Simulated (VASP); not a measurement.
Runs of VASP 6.6.1 on CoSi. Symmetry: Pm-3m, No. 221, cubic system. Conventional cell: a = 2.781 Å, b = 2.781 Å, c = 2.781 Å, α = 90.00°, β = 90.00°, γ = 90.00°. Within 3.2 Å of Co (site symmetry m-3m) lie 8 Si at 2.41 Å and 6 Co at 2.78 Å. Si (site symmetry m-3m) has 8 Co at 2.41 Å and 6 Si at 2.78 Å within 3.2 Å. 

| task | spin | fixed moment (μB) | k mesh for the DOS | occupations for the DOS | pressure (GPa) | moment (μB) |
| --- | --- | --- | --- | --- | --- | --- |
| single point | collinear, ferromagnetic start | 0.53 | - | - | (b) | 0.53 |
| single point | collinear, ferromagnetic start | 0.43 | - | - | 0.1 | 0.43 |
| single point | collinear, ferromagnetic start | 0.74 | - | - | 1.5 | 0.74 |
| density of states | collinear, ferromagnetic start | - | 21 × 21 × 21 | tetrahedron | - | 0.60 |
| single point | collinear, ferromagnetic start | - | - | - | 0.7 | 0.60 |
| single point | collinear, ferromagnetic start | 0.15 | - | - | -0.1 | 0.15 |
| single point | collinear, ferromagnetic start | 0.84 | - | - | (a) | 0.84 |
| single point | collinear, zero start | 0.0 | - | - | -0.5 | 0.00 |
| single point | collinear, ferromagnetic start | 0.31 | - | - | -0.1 | 0.31 |

Alike in all rows: level PBE; potentials or basis VASP PAW PBE potentials, release 64 (Co, Si); cell as given; k mesh 14 × 14 × 14; cutoff (eV) 520; smearing fermi-dirac 0.03 eV.

Question: Fill in the values left out.

Answer: (a) 2.4; (b) 0.4.

Caveats: the total moment is fixed, so each spin has its own Fermi level (some runs); tetrahedron occupations give inexact forces and stress in metals (some runs).
